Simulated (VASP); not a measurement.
Wanted: the native input for a VASP 6.6.1 run.

```yaml
Task: relaxation of cell and atoms
Functional: PBE
Potentials_or_basis: VASP PAW PBE potentials, release 64 (B, P)
Cutoff: 600 eV
k_mesh: 6 × 6 × 2
Occupations: gaussian, width 0.1 eV
Spin: no spin polarisation
Dipole_correction: no
Further_INCAR_settings: ALGO = Normal; EDIFF = 1e-07; IBRION = 2; EDIFFG = -0.04; NSW = 90; ISIF = 3
```

The structure of BP4 lies in POSCAR:

```
BP4
1.0
    3.6589675100      0.0000000000      0.0000000000
   -1.8294837600      3.1687588200      0.0000000000
    0.0000000000      0.0000000000      8.9467373100
B P
1 4
Direct
    0.6666666700      0.3333333300      0.5000000000
    0.3333333300      0.6666666700      0.1266337300
    0.3333333300      0.6666666700      0.8733662700
    0.0000000000      0.0000000000      0.5000000000
    0.6666666700      0.3333333300      0.0000000000
```

The cell was built from a structure type or drawn by symmetry, and may not be a known phase.

These files were run (other wordings do the same):

INCAR

```
SYSTEM = BP4
PREC = Accurate
ENCUT = 600
EDIFF = 1E-7
ISMEAR = 0
SIGMA = 0.1
LREAL = .FALSE.
LASPH = .TRUE.
NELM = 80
ALGO = Normal
ISIF = 3
LWAVE = .FALSE.
LCHARG = .FALSE.
GGA = PE
IBRION = 2
NSW = 90
EDIFFG = -0.04
```

KPOINTS

```
regular mesh
0
G
  6 6 2
  0 0 0
```

Potentials or basis: VASP PAW PBE potentials, release 64 (B, P).

Launch:

```console
$ cat potpaw_PBE.64/B/POTCAR potpaw_PBE.64/P/POTCAR > POTCAR
$ mpirun -np 1 vasp_std > vasp.out
```

Results of the run:

```yaml
Relaxed_volume: 18.32 Å³/atom
Relaxed_cell: a = 3.198 Å, b = 3.198 Å, c = 10.340 Å, α = 90.00°, β = 90.00°, γ = 120.00°
Space_group_after_relaxing_to_0.1_Å: P-6m2 (No. 187)
Energy_gained_by_relaxing: 245.5 meV/atom
Ionic_steps: 22
Pressure_after_relaxing: -0.1 GPa
Largest_force_after_relaxing: 0.024 eV/Å
Band_gap_on_the_k_mesh: zero (an odd number of electrons rules out a gap without spin polarisation)
```

Caveat: a cell axis changed by over 15 % at a fixed basis, so the end point is rough; this functional lacks dispersion, which binds the layers, so the pressure and a relaxed spacing across them are unreliable.

Run time: 4.5 min on 1 thread of Intel(R) Xeon(R) Platinum 8488C (Sapphire Rapids) (shared host), peak memory 0.24 GiB.
